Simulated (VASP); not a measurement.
A run of VASP 6.6.1 is set up as follows.

POSCAR

```
Sb
1.0
    3.3986760653      0.0000000000      0.0000000000
   -1.6993380327      2.9433398118      0.0000000000
    0.0000000000      0.0000000000      5.5421447030
Sb
2
Direct
    0.6666666667      0.3333333333      0.7500000000
    0.3333333333      0.6666666667      0.2500000000
```

INCAR.step1

```
SYSTEM = Sb
PREC = Accurate ; ENCUT = 520
EDIFF = 1E-5 ; ISMEAR = -1
SIGMA = 0.05 ; LREAL = .FALSE.
LASPH = .TRUE. ; NELM = 60
ALGO = Normal ; ISIF = 2
LWAVE = .TRUE. ; LCHARG = .FALSE.
NBANDS = 12 ; GGA = PE
```

File INCAR.step2:

```
SYSTEM = Sb
PREC = Accurate ; ENCUT = 520
EDIFF = 1E-6 ; ISMEAR = -1
SIGMA = 0.05 ; LREAL = .FALSE.
LASPH = .TRUE. ; NELM = 60
ALGO = Normal ; ISIF = 2
LWAVE = .FALSE. ; LCHARG = .FALSE.
GGA = PE ; LHFCALC = .TRUE.
AEXX = 0.25 ; PRECFOCK = Normal
NBANDS = 12 ; ISTART = 1
```

The input KPOINTS:

```
Automatic mesh
0
G
  6 6 4
  0 0 0
```

Potentials or basis: VASP PAW PBE potentials, release 64 (Sb).

Launch:

```sh
$ cat potpaw_PBE.64/Sb/POTCAR > POTCAR
$ cp INCAR.step1 INCAR
$ mpirun -np 1 vasp_std > vasp.out
$ cp INCAR.step2 INCAR
$ mpirun -np 1 vasp_std > vasp.out
```

Predict the band gap on the k mesh.

zero (band 5 reaches 13.19 eV, above the bottom of band 6 at 4.08 eV).

Predict the pressure.

-4.1 GPa.

Stress tensor (GPa, compression positive):
```
-5.92  0.00  0.00
 0.00 -5.92  0.00
 0.00  0.00 -0.36
```

Caveat: the PAW data sets were made with another functional, which shifts forces and pressure a little; spin-orbit coupling is left out, which moves the levels of the heavy elements.
